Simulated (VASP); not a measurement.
AlAs: relaxation of cell and atoms with LDA

AlAs:

```
Al As
1.0
     0.00000    2.78026    2.78026
     2.78026    0.00000    2.78026
     2.78026    2.78026    0.00000
Al As
1 1
Direct
  0.00000 0.00000 0.00000
  0.75000 0.75000 0.75000
```

```yaml
Program: VASP 6.6.1
Task: relaxation of cell and atoms
Functional: LDA
Potentials_or_basis: VASP PAW LDA potentials, release 64 (Al, As)
Cutoff: 500 eV
k_mesh: 8 × 8 × 8
Occupations: gaussian, width 0.01 eV
Spin: no spin polarisation
Target_pressure: 8 GPa
Dipole_correction: no
Further_INCAR_settings: ALGO = Normal; EDIFF = 1e-07; IBRION = 2; EDIFFG = -0.001; NSW = 80; ISIF = 3
```

```yaml
Relaxed_volume: 20.52 Å³/atom
Relaxed_cell: a = 3.872 Å, b = 3.872 Å, c = 3.872 Å, α = 60.00°, β = 60.00°, γ = 60.00°
Space_group_after_relaxing_to_0.1_Å: F-43m (No. 216)
Energy_change_on_relaxing_the_run_minimises_the_enthalpy: +34.2 meV/atom
Ionic_steps: 6
Pressure_after_relaxing: 8.0 GPa
Band_gap_on_the_k_mesh: 1.16 eV (least direct gap 2.70 eV)
```

Step by step:
```
step  energy change (eV)  largest force (eV/Å)  pressure (GPa)  volume (Å³)
   1              0.0000                0.0000            3.42        42.98
   2              0.1840                0.0000           13.16        39.27
   3              0.0676                0.0000            7.96        41.05
   4              0.0695                0.0000            8.06        41.01
   5              0.0674                0.0000            7.95        41.05
   6              0.0683                0.0000            8.00        41.04
```

Final structure:
```cif
data_structure
_symmetry_space_group_name_H-M 'P 1'
_symmetry_Int_Tables_number 1
_cell_length_a 3.8716
_cell_length_b 3.8716
_cell_length_c 3.8716
_cell_angle_alpha 60.000
_cell_angle_beta 60.000
_cell_angle_gamma 60.000
_cell_volume 41.04
loop_
_atom_site_label
_atom_site_type_symbol
_atom_site_fract_x
_atom_site_fract_y
_atom_site_fract_z
_atom_site_occupancy
Al1 Al 0.00000 0.00000 0.00000 1
As1 As 0.75000 0.75000 0.75000 1
```

Levels at points of the mesh, in eV from the valence-band top:
```tsv
k point	band 2	band 3	band 4	band 5	band 6	band 7
(0.00, 0.00, 0.00)	0.00	0.00	0.00	2.70	4.42	4.42
(0.50, 0.00, 0.00)	-6.07	-0.90	-0.90	2.41	4.70	4.70
(0.50, 0.50, 0.00)	-5.82	-2.41	-2.41	1.16	2.20	10.97
```

Wall time 20 s on 1 thread of Intel(R) Xeon(R) Platinum 8488C (Sapphire Rapids), with other jobs on the host, peak memory 0.15 GiB.

Caveat: the cell is relaxed towards a set pressure, so the run minimises the enthalpy, not the energy. Zero-point motion and thermal expansion aren't in these numbers.
